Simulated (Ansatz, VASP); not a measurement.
# Two plane-wave programs on CaO

```
Ca O
1.0
    -1.55296    1.55296    5.82128
     1.55296   -1.55296    5.82128
     1.55296    1.55296   -5.82128
Ca O
2 2
Direct
  0.29236 0.29236 0.00000
  0.04236 0.54236 0.50000
  0.70764 0.70764 0.00000
  0.45764 0.95764 0.50000
```

Alike in both runs: functional PBE; k mesh 10 × 10 × 10; occupations gaussian, width 0.02 eV; no spin polarisation.

Ansatz relaxed the structure, and its values are those at the end. VASP's run is a single point on that final structure, the one shown.

|  | VASP | Ansatz |
| --- | --- | --- |
| version | VASP 6.6.1 | Ansatz 0.2.0 |
| potentials or method | VASP PAW PBE potentials, release 64 (Ca_sv, O), cutoff 520 eV | scalar-relativistic, plane waves, PAW |
| valence electrons in the cell | 32 | 32 |

Ansatz gave:

| Item | Value |
| --- | --- |
| gap on the k mesh at the Fermi level (eV) | 3.46 |
| least direct gap on the mesh (eV) | 3.53 |
| pressure (GPa) | 0.0 |
| rms of the force components (eV/Å) | 0.000 |

Q: What did VASP give for the same quantities?

A: gap on the k mesh at the Fermi level (eV): 3.45; least direct gap on the mesh (eV): 3.52; pressure (GPa): 0.5; rms of the force components (eV/Å): 0.006.
